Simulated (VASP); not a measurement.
# HgTe (F-43m) in VASP: single point with PBE

Aim: the single point of HgTe with PBE.

Everything below comes from runs of VASP 6.6.1. Logs are shortened: lines on timing, memory, paths and dates and some standing lists are left out, and cuts for length are marked.

## Step 1: The cell of the first run

It takes space group F-43m (No. 216, cubic). Conventional cell: a = 6.661 Å, b = 6.661 Å, c = 6.661 Å, α = 90.00°, β = 90.00°, γ = 90.00°. Within 3.8 Å of Hg (site symmetry -43m) lie 4 Te at 2.88 Å. Within 3.8 Å of Te (site symmetry -43m) lie 4 Hg at 2.88 Å.

## Step 2: Single point, PBE (36.94 Å³/atom)

INCAR reads:

```
PREC = Accurate ; ENCUT = 520
EDIFF = 1E-6 ; ISMEAR = -1
SIGMA = 0.15 ; LREAL = False
LASPH = True ; NELM = 80
ALGO = Normal ; ISIF = 2
LWAVE = False ; LCHARG = False
GGA = PE ; NBANDS = 16
```

KPOINTS reads:

```
Automatic mesh
0
Gamma
  8 8 8
```

POSCAR reads:

```
HgTe
1.0
    0.0000000000      3.3305000000      3.3305000000
    3.3305000000      0.0000000000      3.3305000000
    3.3305000000      3.3305000000      0.0000000000
Hg Te
1 1
Direct
    0.0000000000      0.0000000000      0.0000000000
    0.2500000000      0.2500000000      0.2500000000
```

Potentials or basis: VASP PAW PBE potentials, release 64 (Hg, Te).

On the command line:

```
cat potpaw_PBE.64/Hg/POTCAR potpaw_PBE.64/Te/POTCAR > POTCAR
mpirun -np 1 vasp_std > vasp.out
```

OUTCAR:

```text
PREC = Accurate
   ENCUT = 520
   EDIFF = 1E-6
   ISMEAR = -1
   LREAL = False
   LASPH = True
   NELM = 80
   ISIF = 2
   GGA = PE

 ion  position               nearest neighbor table
   1  0.000  0.000  0.000-   2 2.88   2 2.88   2 2.88   2 2.88
   2  0.250  0.250  0.250-   1 2.88   1 2.88   1 2.88   1 2.88

  LATTYP: Found a face centered cubic cell.
 ALAT       =     6.6610000000

  Lattice vectors:

 A1 = (   0.0000000000,   3.3305000000,   3.3305000000)
 A2 = (   3.3305000000,   0.0000000000,   3.3305000000)
 A3 = (   3.3305000000,   3.3305000000,   0.0000000000)

Analysis of symmetry for initial positions (statically):
=====================================================================
 Subroutine PRICEL returns:
 Original cell was already a primitive cell.

 Routine SETGRP: Setting up the symmetry group for a
 face centered cubic supercell.

 Subroutine GETGRP returns: Found 24 space group operations
 (whereof 24 operations were pure point group operations)
 out of a pool of 48 trial point group operations.

The static configuration has the point symmetry T_d .

Analysis of symmetry for dynamics (positions and initial velocities):
=====================================================================
 Subroutine PRICEL returns:
 Original cell was already a primitive cell.

 Routine SETGRP: Setting up the symmetry group for a
 face centered cubic supercell.

 Subroutine GETGRP returns: Found 24 space group operations
 (whereof 24 operations were pure point group operations)
 out of a pool of 48 trial point group operations.

The dynamic configuration has the point symmetry T_d .

 Subroutine INISYM returns: Found 24 space group operations
 (whereof 24 operations are pure point group operations),
 and found     1 'primitive' translations

----------------------------------------------------------------------------------------

                                     Primitive cell

  volume of cell :      73.8853

  direct lattice vectors                    reciprocal lattice vectors
     0.000000000  3.330500000  3.330500000    -0.150127608  0.150127608  0.150127608
     3.330500000  0.000000000  3.330500000     0.150127608 -0.150127608  0.150127608
     3.330500000  3.330500000  0.000000000     0.150127608  0.150127608 -0.150127608

  length of vectors
     4.710038269  4.710038269  4.710038269     0.260028645  0.260028645  0.260028645

  position of ions in fractional coordinates (direct lattice)
     0.000000000  0.000000000  0.000000000
     0.250000000  0.250000000  0.250000000

  ion indices of the primitive-cell ions
   primitive index   ion index
                 1           1
                 2           2

----------------------------------------------------------------------------------------

 KPOINTS: Automatic mesh

Automatic generation of k-mesh.
 Grid dimensions read from file:
 generate k-points for:    8    8    8

 Generating k-lattice:

  Cartesian coordinates                     Fractional coordinates (reciprocal lattice)
    -0.018765951  0.018765951  0.018765951     0.125000000  0.000000000  0.000000000
     0.018765951 -0.018765951  0.018765951     0.000000000  0.125000000  0.000000000
     0.018765951  0.018765951 -0.018765951     0.000000000  0.000000000  0.125000000

  Length of vectors
     0.032503581  0.032503581  0.032503581

  Shift w.r.t. Gamma in fractional coordinates (k-lattice)
     0.000000000  0.000000000  0.000000000

 Subroutine IBZKPT returns following result:
 ===========================================

 Found     29 irreducible k-points:

 Following reciprocal coordinates:
            Coordinates               Weight
  0.000000  0.000000  0.000000      1.000000
  0.125000  0.000000  0.000000      8.000000
  0.250000  0.000000  0.000000      8.000000
  0.375000  0.000000  0.000000      8.000000
  0.500000  0.000000  0.000000      4.000000
  0.125000  0.125000  0.000000      6.000000
[... 16 lines left out ...]
  0.500000  0.250000  0.125000     48.000000
 -0.375000  0.250000  0.125000     24.000000
 [... further k-points ...]
   k-points           NKPTS =     29   k-points in BZ     NKDIM =     29   number of bands    NBANDS=     16
   number of dos      NEDOS =    301   number of ions     NIONS =      2
   total plane-waves  NPLWV =  46656
   dimension x,y,z NGX =    36 NGY =   36 NGZ =   36
   dimension x,y,z NGXF=    72 NGYF=   72 NGZF=   72
   ions per type =               1   1
   NGX,Y,Z   is equivalent  to a cutoff of  12.71, 12.71, 12.71 a.u.
   NGXF,Y,Z  is equivalent  to a cutoff of  25.41, 25.41, 25.41 a.u.
 SYSTEM =  unknown system
   PREC   = accura    normal or accurate (medium, high low for compatibility)
   ISTART =      0    job   : 0-new  1-cont  2-samecut
   ICHARG =      2    charge: 1-file 2-atom 10-const
   ISPIN  =      1    spin polarized calculation?
   LNONCOLLINEAR =      F non collinear calculations
   LSORBIT =      F    spin-orbit coupling
   LASPH  =      T    aspherical Exc in radial PAW
   ENCUT  =  520.0 eV  38.22 Ry    6.18 a.u.   8.76  8.76  8.76*2*pi/ulx,y,z
   NELM   =     80;   NELMIN=  2; NELMDL= -5     # of ELM steps
   EDIFF  = 0.1E-05   stopping-criterion for ELM
   LREAL  =      F    real-space projection
   EDIFFG = 0.1E-04   stopping-criterion for IOM
   NSW    =      0    number of steps for IOM
   IBRION =     -1    ionic relax: 0-MD 1-quasi-New 2-CG
   NFREE  =      0    steps in history (QN), initial steepest desc. (CG)
   ISIF   =      2    stress and relaxation
   ISYM   =      2    0-nonsym 1-usesym 2-fastsym
   POTIM  = 0.5000    time-step for ionic-motion
   TEBEG  =    0.0;   TEEND  =   0.0 temperature during run
   PSTRESS=    0.0 pullay stress
   NELECT =      18.0000    total number of electrons
   NUPDOWN=      -1.0000    fix difference up-down
   EMIN   =  10.00;   EMAX   =-10.00  energy-range for DOS
   EFERMI =   0.00;   METHOD = LEGACY
   ISMEAR =    -1;   SIGMA  =   0.15  broadening in eV -4-tet -1-fermi 0-gaus
   EFERMI_NEDOS =   21; number of points for ismear=-14 and -15
   IALGO  =     38    algorithm
   IMIX   =      4    mixing-type and parameters
     AMIX     =   0.40;   BMIX     =  1.00
     AMIX_MAG =   1.60;   BMIX_MAG =  1.00
  volume/ion in A,a.u.               =      36.94       249.30
  Fermi-wavevector in a.u.,A,eV,Ry     =   1.022460  1.932169 14.223857  1.045424
  Thomas-Fermi vector in A             =   2.156140
   LORBIT       =      0    0 simple, 1 ext, 2 COOP (PROOUT), +10 PAW based schemes
   GGA     = PE    functional components
   LHFCALC =     F    Hartree Fock is set to
   AEXX    =    0.0000 exact exchange contribution
   IVDW    =     0    specifies the selected vdW correction
   LEPSILON=     F    determine dielectric tensor
   LRPA    =     F    only Hartree local field effects (RPA)
 non-spin polarized calculation
  energy-cutoff  :      520.00
  volume of cell :       73.89
 maximum number of plane-waves:      2012
   NGX = 17   NGY = 17   NGZ = 17

 number of electron      17.9999998 magnetization

 Free energy of the ion-electron system (eV)
  ---------------------------------------------------
  ext. energy  EPLUGINS =         0.00000000
  ---------------------------------------------------
  free energy    TOTEN  =        -3.65344201 eV

  energy without entropy =       -3.64272142  energy(sigma->0) =       -3.64808172

 E-fermi :   2.4442     XC(G=0):  -8.3377

 val. band max:        2.1900055032   @ k =   0.0000   0.0000   0.0000
 cond. band min:       2.7488570346   @ k =   0.1250   0.0000   0.0000
 fundamental gap:      0.5588515314
 Fermi energy:         2.4441790879

 k-point     1 :       0.0000    0.0000    0.0000
  band No.  band energies     occupation
      1      -9.1955      2.00000
      2      -4.6779      2.00000
      3      -4.6779      2.00000
      4      -4.6779      2.00000
      5      -4.2505      2.00000
      6      -4.2505      2.00000
[... 8 lines left out ...]
     15      11.6126      0.00000
     16      11.6126      0.00000

 k-point     2 :       0.1250    0.0000    0.0000
  band No.  band energies     occupation
      1      -9.1321      2.00000
      2      -4.6605      2.00000
      3      -4.6605      2.00000
      4      -4.6477      2.00000
      5      -4.2519      2.00000
      6      -4.2519      2.00000
[... 8 lines left out ...]
     15      10.9203      0.00000
     16      10.9203      0.00000

 k-point     3 :       0.2500    0.0000    0.0000
  band No.  band energies     occupation
      1      -8.9725      2.00000
      2      -4.6216      2.00000
      3      -4.6216      2.00000
      4      -4.5253      2.00000
      5      -4.2508      2.00000
      6      -4.2508      2.00000
[... 8 lines left out ...]
     15      10.6916      0.00000
     16      10.6916      0.00000

 k-point     4 :       0.3750    0.0000    0.0000
  band No.  band energies     occupation
      1      -8.8031      2.00000
      2      -4.5887      2.00000
      3      -4.5887      2.00000
      4      -4.2539      2.00000
      5      -4.2410      2.00000
      6      -4.2410      2.00000
[... 8 lines left out ...]
     15      11.3133      0.00000
     16      11.3133      0.00000
[... 324 lines left out ...]
 k-point    22 :       0.3750    0.2500    0.1250
  band No.  band energies     occupation
      1      -8.8494      2.00000
      2      -4.5888      2.00000
      3      -4.5575      2.00000
      4      -4.4646      2.00000
      5      -4.2575      2.00000
      6      -4.2235      2.00000
[... 8 lines left out ...]
     15      11.7842      0.00000
     16      11.9726      0.00000

 k-point    23 :       0.5000    0.2500    0.1250
  band No.  band energies     occupation
      1      -8.7104      2.00000
      2      -4.5505      2.00000
      3      -4.5296      2.00000
      4      -4.3236      2.00000
      5      -4.2349      2.00000
      6      -4.1159      2.00000
[... 8 lines left out ...]
     15      11.8699      0.00000
     16      12.4785      0.00000

 k-point    24 :      -0.3750    0.2500    0.1250
  band No.  band energies     occupation
      1      -8.6511      2.00000
      2      -4.5398      2.00000
      3      -4.5180      2.00000
      4      -4.2759      2.00000
      5      -4.2437      2.00000
      6      -3.9296      2.00000
[... 8 lines left out ...]
     15      12.0387      0.00000
     16      12.3586      0.00000

 [... further k-points ...]

------------------------ aborting loop because EDIFF is reached ----------------------------------------

  FORCE on cell =-STRESS in cart. coord.  units (eV):
  Direction    XX          YY          ZZ          XY          YZ          ZX
  --------------------------------------------------------------------------------------
  -------------------------------------------------------------------------------------
  Total       -0.0362163     -0.0362163     -0.0362163      0.0000000     -0.0000000      0.0000000
  in kB       -0.7853367     -0.7853367     -0.7853367      0.0000000     -0.0000000      0.0000000
  external PRESSURE =      -0.7853367 kB  Pullay stress =       0.0000000 kB

 VOLUME and BASIS-vectors are now :
 -----------------------------------------------------------------------------
  energy-cutoff  :      520.00
  volume of cell :       73.89
      direct lattice vectors                 reciprocal lattice vectors
     0.000000000  3.330500000  3.330500000    -0.150127608  0.150127608  0.150127608
     3.330500000  0.000000000  3.330500000     0.150127608 -0.150127608  0.150127608
     3.330500000  3.330500000  0.000000000     0.150127608  0.150127608 -0.150127608

 POSITION                                       TOTAL-FORCE (eV/Angst)
 -----------------------------------------------------------------------------------
      0.00000      0.00000      0.00000         0.000000      0.000000      0.000000
      1.66525      1.66525      1.66525        -0.000000     -0.000000     -0.000000
 -----------------------------------------------------------------------------------
    total drift:                               -0.000000     -0.000000     -0.000000

  FREE ENERGIE OF THE ION-ELECTRON SYSTEM (eV)
  ---------------------------------------------------
  free  energy   TOTEN  =        -3.6534420135 eV

  energy  without entropy=       -3.6427214172  energy(sigma->0) =       -3.64808172
```

Run time: 15 s. Hardware: 1 thread of Intel Xeon 6975P-C (Granite Rapids), shared host; peak memory 0.22 GiB.

Results:

```yaml
Free_energy: -3.6534 eV
Pressure: -0.1 GPa
Band_gap_on_the_k_mesh: zero (filled and empty bands touch)
```

Levels at points of the mesh, in eV from the Fermi level:
```
           k point  band 6  band 7  band 8  band 9  band 10  band 11  band 12  band 13
(0.00, 0.00, 0.00)   -6.69   -1.19   -0.25   -0.25    -0.25     4.13     4.13     4.13
(0.50, 0.00, 0.00)   -6.45   -5.18   -1.07   -1.07     0.45     4.86     4.86     6.54
(0.50, 0.50, 0.00)   -6.33   -5.21   -2.16   -2.16     1.66     2.46     7.65     8.24
```

Caveat: semilocal functionals underestimate gaps, and a narrow one can read as zero; spin-orbit coupling is left out, which moves the levels of the heavy elements.

The gap in the log of VASP goes by the Fermi energy; the results here count the filled bands.